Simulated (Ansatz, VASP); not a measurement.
AlRu: VASP beside Ansatz

Contents of INCAR:

```
ALGO = Normal
EDIFF = 1E-7
ENCUT = 520
GGA = PE
ISIF = 2
ISMEAR = 0
LASPH = True
LCHARG = False
LREAL = False
LWAVE = False
NBANDS = 25
NELM = 80
PREC = Accurate
SIGMA = 0.1
```

The input KPOINTS:

```
k-points
0
Gamma
  6 6 4
```

The input POSCAR:

```
AlRu
1.0
    2.5613531101     -1.8717012521      0.0000000000
    2.5613531101      1.8717012521      0.0000000000
   -0.9297038598      0.0000000000      5.5319474154
Al Ru
2 2
Direct
    0.0000000000      0.5000000000      0.0000000000
    0.5000000000      0.0000000000      0.5000000000
    0.5816000000      0.4184000000      0.2500000000
    0.4184000000      0.5816000000      0.7500000000
```

Input for Ansatz:

```yaml
crystal:
  lattice:
    - [2.5613531101, -1.8717012521, 0.0]
    - [2.5613531101, 1.8717012521, 0.0]
    - [-0.9297038598, 0.0, 5.5319474154]
  atoms:
    - { symbol: Al, position: [0.0, 0.5, 0.0] }
    - { symbol: Al, position: [0.5, 0.0, 0.5] }
    - { symbol: Ru, position: [0.5816, 0.4184, 0.25] }
    - { symbol: Ru, position: [0.4184, 0.5816, 0.75] }
basis:
  ecutwfc: 420
kpoints:
  mp_grid: { grid: [6, 6, 4] }
hamiltonian:
  xc: pbe
scf:
  occupations: { method: gaussian, width: 0.1 }
  lower_state_search: "off"
output:
  forces: true
  stress: true
  eigenvalues: true
```

Alike in both runs: task single point; functional PBE; k mesh 6 × 6 × 4; occupations gaussian, width 0.1 eV; no spin polarisation.

|  | VASP | Ansatz |
| --- | --- | --- |
| version | VASP 6.6.1 | Ansatz 0.2.0 |
| potentials or method | VASP PAW PBE potentials, release 64 (Al, Ru_pv), cutoff 520 eV | scalar-relativistic, plane waves, PAW |
| valence electrons in the cell | 34 | 38 |

|  | VASP | Ansatz | Ansatz less VASP |
| --- | --- | --- | --- |
| gap on the k mesh at the Fermi level (eV) | none | none | - |
| rms of the force components (eV/Å) | 1.116 | 1.107 | -0.0088 |

Atom by atom the forces differ by 0.009 eV/Å (rms over components). A gap of «none» marks a metal or a gap that the smearing closes. VASP's potentials hold 34 valence electrons a cell and Ansatz's 38, so a difference there can come from the potentials and not from the codes.
